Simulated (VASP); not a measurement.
Wanted: the native input for a VASP 6.6.1 run.

```yaml
Task: electric field gradients
Functional: PBEsol
Potentials_or_basis: VASP PAW PBE potentials, release 64 (Hf_pv, B)
Cutoff: 420 eV
k_mesh: 15 × 15 × 12
Occupations: fermi-dirac, width 0.03 eV
Spin: no spin polarisation
Dipole_correction: no
Further_INCAR_settings: ALGO = Normal; EDIFF = 1e-08; NBANDS = 15
```

The structure of HfB2 lies in POSCAR:

```
HfB2
1.0
    3.1400001005      0.0000000000      0.0000000000
   -1.5700000503      2.7193198549      0.0000000000
    0.0000000000      0.0000000000      3.4452000000
Hf B
1 2
Direct
    0.0000000000      0.0000000000      0.0000000000
    0.3333333333      0.6666666667      0.5000000000
    0.6666666667      0.3333333333      0.5000000000
```

This cell differs from its parent crystal: zz strain of -1 %.

These files were run (other wordings do the same):

INCAR

```
SYSTEM = HfB2
PREC     = Accurate       ! precision mode
ENCUT    = 420            ! plane-wave cutoff, eV
EDIFF    = 1E-8           ! SCF threshold, eV
ISMEAR   = -1             ! smearing method
SIGMA    = 0.03           ! smearing width, eV
LREAL    = .False.        ! projectors in reciprocal space
LASPH    = .True.         ! aspherical terms in the spheres
NELM     = 120            ! most SCF steps
ALGO     = Normal         ! electronic algorithm
ISIF     = 2              ! what is computed and relaxed
LWAVE    = .False.        ! write WAVECAR
LCHARG   = .False.        ! write CHGCAR
GGA      = PS             ! functional
LEFG     = .True.       
NBANDS   = 15             ! bands
GGA_COMPAT= .False.
```

KPOINTS

```
regular mesh
0
Gamma
  15 15 12
  0 0 0
```

Potentials or basis: VASP PAW PBE potentials, release 64 (Hf_pv, B).

The run is started by

```bash
$ cat potpaw_PBE.64/Hf_pv/POTCAR potpaw_PBE.64/B/POTCAR > POTCAR
$ mpirun -np 1 vasp_std > vasp.out
```

It gave:

```
Pressure                                : -2.1 GPa
Band gap on the k mesh                  : zero (bands 8 and 9 overlap by 0.94 eV)
Largest electric field gradient by atom : Hf +78.2; B +1.2 V/Å²
```

Caveat: the cell differs from its parent crystal (zz strain of -1 %); without QUAD_EFG the Cq values of the log hold for a quadrupole moment of 1 mb, not for the nuclei; the PAW data sets were made with another functional, which shifts forces and pressure a little; spin-orbit coupling is left out, which moves the levels of the heavy elements.

It took 120 s on 1 thread of AMD EPYC 7R43 64-Core Processor (Zen 3), with other jobs on the host, peak memory 0.14 GiB.
